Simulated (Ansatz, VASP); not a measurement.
## Bi2Te3 in VASP and in Ansatz

Contents of INCAR:

```
  PREC = Accurate
  ENCUT = 520
  EDIFF = 1E-8
  ISMEAR = -1
  SIGMA = 0.08
  LREAL = False
  LASPH = True
  NELM = 60
  ALGO = Normal
  ISIF = 2
  LWAVE = False
  LCHARG = False
  GGA = PS
  LEFG = True
  NBANDS = 32
```

Contents of KPOINTS:

```
Automatic mesh
0
Gamma
  7 7 7
```

File POSCAR:

```
Bi2Te3
1.0
    2.2218591383      1.2827909716     10.2994441566
   -2.2218591383      1.2827909716     10.2994441566
    0.0000000000     -2.5655819432     10.2994441566
Bi Te
2 3
Direct
    0.4000000000      0.4000000000      0.4000000000
    0.6000000000      0.6000000000      0.6000000000
    0.0000000000      0.0000000000      0.0000000000
    0.2095000000      0.2095000000      0.2095000000
    0.7905000000      0.7905000000      0.7905000000
```

Input for Ansatz:

```yaml
crystal:
  lattice:
    - [2.2218591383, 1.2827909716, 10.2994441566]
    - [-2.2218591383, 1.2827909716, 10.2994441566]
    - [0.0, -2.5655819432, 10.2994441566]
  atoms:
    - { symbol: Bi, position: [0.4, 0.4, 0.4] }
    - { symbol: Bi, position: [0.6, 0.6, 0.6] }
    - { symbol: Te, position: [0.0, 0.0, 0.0] }
    - { symbol: Te, position: [0.2095, 0.2095, 0.2095] }
    - { symbol: Te, position: [0.7905, 0.7905, 0.7905] }
kpoints:
  mp_grid: { grid: [7, 7, 7] }
scf:
  occupations: { method: fermi_dirac, width: 0.08 }
hamiltonian:
  xc: pbesol
  pseudopotentials: { kind: all_electron, datasets: crystal }
output:
  forces: true
  stress: true
  eigenvalues: true
  efg: { contact_densities: true }
```

Change from the starting cell: volume scaled by 1.04, crystal datasets.

Alike in both runs: task electric field gradients; functional PBEsol; k mesh 7 × 7 × 7; occupations fermi-dirac, width 0.08 eV; no spin polarisation.

|  | VASP | Ansatz |
| --- | --- | --- |
| version | VASP 6.6.1 | Ansatz 0.2.0 |
| potentials or method | VASP PAW PBE potentials, release 64 (Bi_d, Te), cutoff 520 eV | all-electron PAW with datasets made for the crystal, scalar-relativistic |

```csv
,VASP,Ansatz,Ansatz less VASP
pressure (GPa),-2.4,-2.4,+0.01
"traceless stress, the component that is largest in VASP (GPa)",-0.28,-0.28,-0.002
rms of the force components (eV/Å),0.128,0.134,+0.0056
size of Vzz on the site where it differs most (V/Å²),92.5,97.2,+4.70
```

VASP's potentials were made for PBE, not for PBEsol. Atom by atom the forces differ by 0.006 eV/Å (rms over components). Ansatz ran all-electron here, and VASP with PAW potentials.

Neither program's run includes spin-orbit coupling.
